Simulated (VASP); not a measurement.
# Os (P6_3/mmc) in VASP: further runs

The runs below take Os through single point, with PBEsol.

Program: VASP 6.6.1. These are calculated values, not measurements. Logs are shortened: lines on timing, memory, paths and dates and some standing lists are left out, and cuts for length are marked.

**1. The cell of the first run**

The structure is hexagonal, space group P6_3/mmc (No. 194). The conventional cell has a = 2.597 Å, b = 2.597 Å, c = 4.104 Å, α = 90.00°, β = 90.00°, γ = 120.00°. Within 3.4 Å of Os (site symmetry -6m2) lie 12 Os at 2.54 to 2.60 Å.

**2. Single point, PBEsol (strain -0.050 along x and y, -0.050 along z)**

File INCAR:

```
PREC = Accurate
ENCUT = 520
EDIFF = 1E-7
ISMEAR = 0
SIGMA = 0.15
LREAL = False
LASPH = True
NELM = 60
ALGO = Normal
ISIF = 2
LWAVE = False
LCHARG = False
GGA = PS
NBANDS = 15
```

File KPOINTS:

```
Automatic mesh
0
Gamma
  18 18 12
```

File POSCAR:

```
Os
1.0
    2.5973949767      0.0000000000      0.0000000000
   -1.2986974884      2.2494100335      0.0000000000
    0.0000000000      0.0000000000      4.1037150000
Os
2
Direct
    0.3333333333      0.6666666667      0.2500000000
    0.6666666667      0.3333333333      0.7500000000
```

Potentials or basis: VASP PAW PBE potentials, release 64 (Os).

On the command line:

```bash
> cat potpaw_PBE.64/Os/POTCAR > POTCAR
> mpirun -np 1 vasp_std > vasp.out
```

OUTCAR:

```text
PREC = Accurate
   ENCUT = 520
   EDIFF = 1E-7
   ISMEAR = 0
   LREAL = False
   LASPH = True
   NELM = 60
   ISIF = 2
   GGA = PS

 ion  position               nearest neighbor table
   1  0.333  0.667  0.250-   2 2.54   2 2.54   2 2.54   2 2.54   2 2.54   2 2.54
   2  0.667  0.333  0.750-   1 2.54   1 2.54   1 2.54   1 2.54   1 2.54   1 2.54

  LATTYP: Found a hexagonal cell.
 ALAT       =     2.5973949767
 C/A-ratio  =     1.5799349105

  Lattice vectors:

 A1 = (   2.5973949767,   0.0000000000,   0.0000000000)
 A2 = (  -1.2986974884,   2.2494100335,   0.0000000000)
 A3 = (   0.0000000000,   0.0000000000,   4.1037150000)

Analysis of symmetry for initial positions (statically):
=====================================================================
 Subroutine PRICEL returns:
 Original cell was already a primitive cell.

 Routine SETGRP: Setting up the symmetry group for a
 hexagonal supercell.

 Subroutine GETGRP returns: Found 24 space group operations
 (whereof 12 operations were pure point group operations)
 out of a pool of 24 trial point group operations.

The static configuration has the point symmetry D_3d.
 The point group associated with its full space group is D_6h.

Analysis of symmetry for dynamics (positions and initial velocities):
=====================================================================
 Subroutine PRICEL returns:
 Original cell was already a primitive cell.

 Routine SETGRP: Setting up the symmetry group for a
 hexagonal supercell.

 Subroutine GETGRP returns: Found 24 space group operations
 (whereof 12 operations were pure point group operations)
 out of a pool of 24 trial point group operations.

The dynamic configuration has the point symmetry D_3d.
 The point group associated with its full space group is D_6h.

 Subroutine INISYM returns: Found 24 space group operations
 (whereof 12 operations are pure point group operations),
 and found     1 'primitive' translations

----------------------------------------------------------------------------------------

                                     Primitive cell

  volume of cell :      23.9764

  direct lattice vectors                    reciprocal lattice vectors
     2.597394977  0.000000000  0.000000000     0.385001130  0.222280506  0.000000000
    -1.298697488  2.249410033  0.000000000     0.000000000  0.444561012  0.000000000
     0.000000000  0.000000000  4.103715000     0.000000000  0.000000000  0.243681640

  length of vectors
     2.597394977  2.597394977  4.103715000     0.444561012  0.444561012  0.243681640

  position of ions in fractional coordinates (direct lattice)
     0.333333333  0.666666667  0.250000000
     0.666666667  0.333333333  0.750000000

  ion indices of the primitive-cell ions
   primitive index   ion index
                 1           1
                 2           2

----------------------------------------------------------------------------------------

 KPOINTS: Automatic mesh

Automatic generation of k-mesh.
 Grid dimensions read from file:
 generate k-points for:   18   18   12

 Generating k-lattice:

  Cartesian coordinates                     Fractional coordinates (reciprocal lattice)
     0.021388952  0.012348917  0.000000000     0.055555556  0.000000000  0.000000000
     0.000000000  0.024697834  0.000000000     0.000000000  0.055555556  0.000000000
     0.000000000  0.000000000  0.020306803     0.000000000  0.000000000  0.083333333

  Length of vectors
     0.024697834  0.024697834  0.020306803

  Shift w.r.t. Gamma in fractional coordinates (k-lattice)
     0.000000000  0.000000000  0.000000000

 Subroutine IBZKPT returns following result:
 ===========================================

 Found    259 irreducible k-points:

 Following reciprocal coordinates:
            Coordinates               Weight
  0.000000  0.000000  0.000000      1.000000
  0.055556  0.000000  0.000000      6.000000
  0.111111  0.000000  0.000000      6.000000
  0.166667  0.000000  0.000000      6.000000
  0.222222  0.000000  0.000000      6.000000
  0.277778  0.000000  0.000000      6.000000
[... 16 lines left out ...]
  0.333333  0.111111  0.000000     12.000000
  0.388889  0.111111  0.000000     12.000000
 [... further k-points ...]
   k-points           NKPTS =    259   k-points in BZ     NKDIM =    259   number of bands    NBANDS=     15
   number of dos      NEDOS =    301   number of ions     NIONS =      2
   total plane-waves  NPLWV =  12800
   dimension x,y,z NGX =    20 NGY =   20 NGZ =   32
   dimension x,y,z NGXF=    40 NGYF=   40 NGZF=   64
   ions per type =               2
   NGX,Y,Z   is equivalent  to a cutoff of  12.80, 12.80, 12.96 a.u.
   NGXF,Y,Z  is equivalent  to a cutoff of  25.60, 25.60, 25.93 a.u.
 SYSTEM =  unknown system
   PREC   = accura    normal or accurate (medium, high low for compatibility)
   ISTART =      0    job   : 0-new  1-cont  2-samecut
   ICHARG =      2    charge: 1-file 2-atom 10-const
   ISPIN  =      1    spin polarized calculation?
   LNONCOLLINEAR =      F non collinear calculations
   LSORBIT =      F    spin-orbit coupling
   LASPH  =      T    aspherical Exc in radial PAW
   ENCUT  =  520.0 eV  38.22 Ry    6.18 a.u.   4.83  4.83  7.63*2*pi/ulx,y,z
   NELM   =     60;   NELMIN=  2; NELMDL= -5     # of ELM steps
   EDIFF  = 0.1E-06   stopping-criterion for ELM
   LREAL  =      F    real-space projection
   EDIFFG = 0.1E-05   stopping-criterion for IOM
   NSW    =      0    number of steps for IOM
   IBRION =     -1    ionic relax: 0-MD 1-quasi-New 2-CG
   NFREE  =      0    steps in history (QN), initial steepest desc. (CG)
   ISIF   =      2    stress and relaxation
   ISYM   =      2    0-nonsym 1-usesym 2-fastsym
   POTIM  = 0.5000    time-step for ionic-motion
   TEBEG  =    0.0;   TEEND  =   0.0 temperature during run
   PSTRESS=    0.0 pullay stress
   NELECT =      16.0000    total number of electrons
   NUPDOWN=      -1.0000    fix difference up-down
   EMIN   =  10.00;   EMAX   =-10.00  energy-range for DOS
   EFERMI =   0.00;   METHOD = LEGACY
   ISMEAR =     0;   SIGMA  =   0.15  broadening in eV -4-tet -1-fermi 0-gaus
   EFERMI_NEDOS =   21; number of points for ismear=-14 and -15
   IALGO  =     38    algorithm
   IMIX   =      4    mixing-type and parameters
     AMIX     =   0.40;   BMIX     =  1.00
     AMIX_MAG =   1.60;   BMIX_MAG =  1.00
  volume/ion in A,a.u.               =      11.99        80.90
  Fermi-wavevector in a.u.,A,eV,Ry     =   1.430607  2.703454 27.846162  2.046635
  Thomas-Fermi vector in A             =   2.550434
   LORBIT       =      0    0 simple, 1 ext, 2 COOP (PROOUT), +10 PAW based schemes
   GGA     = PS    functional components
   LHFCALC =     F    Hartree Fock is set to
   AEXX    =    0.0000 exact exchange contribution
   IVDW    =     0    specifies the selected vdW correction
   LEPSILON=     F    determine dielectric tensor
   LRPA    =     F    only Hartree local field effects (RPA)
 non-spin polarized calculation
 Gauss-broadening in eV      SIGMA  =   0.15
  energy-cutoff  :      520.00
  volume of cell :       23.98
 maximum number of plane-waves:       667
 NGX is ok and might be reduce to    20
   NGX =  9   NGY =  9   NGZ = 15

 number of electron      15.9999998 magnetization

 Free energy of the ion-electron system (eV)
  ---------------------------------------------------
  ext. energy  EPLUGINS =         0.00000000
  ---------------------------------------------------
  free energy    TOTEN  =       -23.51122674 eV

  energy without entropy =      -23.50012670  energy(sigma->0) =      -23.50567672

 E-fermi :  11.8417     XC(G=0): -15.0467

 val. band max:       11.7964224096   @ k =   0.1111   0.0000   0.3333
 cond. band min:      11.8563882001   @ k =   0.4444   0.1111   0.4167
 fundamental gap:      0.0599657905
 Fermi energy:        11.8417422992

 k-point     1 :       0.0000    0.0000    0.0000
  band No.  band energies     occupation
      1      -0.6079      2.00000
      2       2.3916      2.00000
      3       7.9526      2.00000
      4       7.9526      2.00000
      5       8.2987      2.00000
      6       9.0454      2.00000
      7       9.0454      2.00000
      8       9.8768      2.00000
      9       9.8768      2.00000
     10      11.9552      0.28492
     11      13.9488      0.00000
     12      13.9488      0.00000
     13      22.8198      0.00000
     14      25.7172      0.00000
     15      28.6999      0.00000

 k-point     2 :       0.0556    0.0000    0.0000
  band No.  band energies     occupation
      1      -0.4566      2.00000
      2       2.5279      2.00000
      3       7.5937      2.00000
      4       8.0899      2.00000
      5       8.6107      2.00000
      6       8.9462      2.00000
      7       9.1753      2.00000
      8       9.6798      2.00000
      9       9.7578      2.00000
     10      11.2195      2.00000
     11      14.0396      0.00000
     12      14.9045      0.00000
     13      22.8411      0.00000
     14      26.0547      0.00000
     15      28.9048      0.00000

 k-point     3 :       0.1111    0.0000    0.0000
  band No.  band energies     occupation
      1      -0.0184      2.00000
      2       2.9064      2.00000
      3       7.0610      2.00000
      4       8.4970      2.00000
      5       8.6491      2.00000
      6       8.9361      2.00000
      7       9.1037      2.00000
      8       9.4453      2.00000
      9       9.5592      2.00000
     10      10.4182      2.00000
     11      14.2687      0.00000
     12      16.5302      0.00000
     13      22.8467      0.00000
     14      27.0028      0.00000
     15      29.4441      0.00000
[... 343 lines left out ...]
 k-point    23 :       0.3333    0.1111    0.0000
  band No.  band energies     occupation
      1       3.5509      2.00000
      2       3.7895      2.00000
      3       4.2280      2.00000
      4       7.1437      2.00000
      5       7.3554      2.00000
      6       8.8677      2.00000
      7       9.0736      2.00000
      8      12.8142      0.00000
      9      13.8319      0.00000
     10      15.0528      0.00000
     11      15.5733      0.00000
     12      22.0404      0.00000
     13      22.5640      0.00000
     14      24.7935      0.00000
     15      25.2728      0.00000

 k-point    24 :       0.3889    0.1111    0.0000
  band No.  band energies     occupation
      1       3.3859      2.00000
      2       3.8742      2.00000
      3       3.8896      2.00000
      4       7.2910      2.00000
      5       7.7593      2.00000
      6       8.6555      2.00000
      7       9.4812      2.00000
      8      13.8767      0.00000
      9      14.4346      0.00000
     10      15.0938      0.00000
     11      16.8294      0.00000
     12      20.3344      0.00000
     13      22.7616      0.00000
     14      23.5455      0.00000
     15      26.1899      0.00000

 [... further k-points ...]

------------------------ aborting loop because EDIFF is reached ----------------------------------------

  FORCE on cell =-STRESS in cart. coord.  units (eV):
  Direction    XX          YY          ZZ          XY          YZ          ZX
  --------------------------------------------------------------------------------------
  -------------------------------------------------------------------------------------
  Total       13.8092826     13.8092826     14.7237964     -0.0000000      0.0000000      0.0000000
  in kB      922.7793843    922.7793843    983.8900507     -0.0000000      0.0000000      0.0000000
  external PRESSURE =     943.1496064 kB  Pullay stress =       0.0000000 kB

 VOLUME and BASIS-vectors are now :
 -----------------------------------------------------------------------------
  energy-cutoff  :      520.00
  volume of cell :       23.98
      direct lattice vectors                 reciprocal lattice vectors
     2.597394977  0.000000000  0.000000000     0.385001130  0.222280506  0.000000000
    -1.298697488  2.249410033  0.000000000     0.000000000  0.444561012  0.000000000
     0.000000000  0.000000000  4.103715000     0.000000000  0.000000000  0.243681640

 POSITION                                       TOTAL-FORCE (eV/Angst)
 -----------------------------------------------------------------------------------
     -0.00000      1.49961      1.02593        -0.000000      0.000000      0.000000
      1.29870      0.74980      3.07779         0.000000      0.000000      0.000000
 -----------------------------------------------------------------------------------
    total drift:                               -0.000000      0.000000     -0.000000

  FREE ENERGIE OF THE ION-ELECTRON SYSTEM (eV)
  ---------------------------------------------------
  free  energy   TOTEN  =       -23.5112267409 eV

  energy  without entropy=      -23.5001266965  energy(sigma->0) =      -23.50567672
```

Wall time 39 s (1 thread of AMD EPYC 9R45 (Zen 5), shared host); peak memory 0.17 GiB.

What came out:

| Item | Value |
| --- | --- |
| Free energy | -23.5112 eV |
| Pressure | 94.3 GPa |
| Band gap on the k mesh | zero (bands 8 and 9 overlap by 5.06 eV) |

Stress tensor (GPa, compression positive):
```
92.28  0.00  0.00
 0.00 92.28  0.00
 0.00  0.00 98.39
```

Caveat: the cell differs from its parent crystal (strain -0.050 along x and y, -0.050 along z); the cell stands under pressure; the PAW data sets were made with another functional, which shifts forces and pressure a little; spin-orbit coupling is left out, which moves the levels of the heavy elements.

**3. Single point, PBEsol (strain -0.050 along x and y, -0.025 along z)**

File INCAR:

```
SYSTEM = Os
PREC = Accurate
ENCUT = 520
EDIFF = 1E-6
ISMEAR = 0
SIGMA = 0.15
LREAL = .False.
LASPH = .True.
NELM = 60
ALGO = Normal
ISIF = 2
LWAVE = .False.
LCHARG = .False.
GGA = PS
NBANDS = 15
```

File KPOINTS:

```
Automatic mesh
0
Gamma
  18 18 12
  0 0 0
```

Changes to POSCAR since step 2:

```diff
@@ -4,3 +4,3 @@
    -1.2986974884      2.2494100335      0.0000000000
-    0.0000000000      0.0000000000      4.1037150000
+    0.0000000000      0.0000000000      4.2117075000
 Os
```

Potentials or basis: VASP PAW PBE potentials, release 64 (Os).

On the command line:

```bash
> cat potpaw_PBE.64/Os/POTCAR > POTCAR
> mpirun -np 1 vasp_std > vasp.out
```

It took 36 s on 1 thread of AMD EPYC 9R45 (Zen 5), shared host; peak memory 0.17 GiB.

The run converged. Its results:

* Free energy: -23.8204 eV
* Pressure: 72.8 GPa
* Band gap on the k mesh: zero (bands 8 and 9 overlap by 4.90 eV)

Stress tensor (GPa, compression positive):
```
79.51  0.00  0.00
 0.00 79.51  0.00
 0.00  0.00 59.46
```

Levels at points of the mesh, in eV from the Fermi level:
| k point | band 6 | band 7 | band 8 | band 9 | band 10 | band 11 |
| --- | --- | --- | --- | --- | --- | --- |
| (0.00, 0.00, 0.00) | -2.73 | -2.73 | -1.60 | -1.60 | -0.26 | 2.06 |
| (0.50, 0.00, 0.00) | -3.14 | -2.43 | 2.81 | 3.23 | 3.43 | 5.45 |
| (0.00, 0.00, 0.50) | -3.83 | -3.83 | -3.83 | 1.11 | 1.11 | 1.11 |
| (0.50, 0.00, 0.50) | -1.34 | -0.13 | -0.13 | 3.17 | 3.17 | 3.97 |

Caveat: the cell differs from its parent crystal (strain -0.050 along x and y, -0.025 along z); the cell stands under pressure; the PAW data sets were made with another functional, which shifts forces and pressure a little; spin-orbit coupling is left out, which moves the levels of the heavy elements.
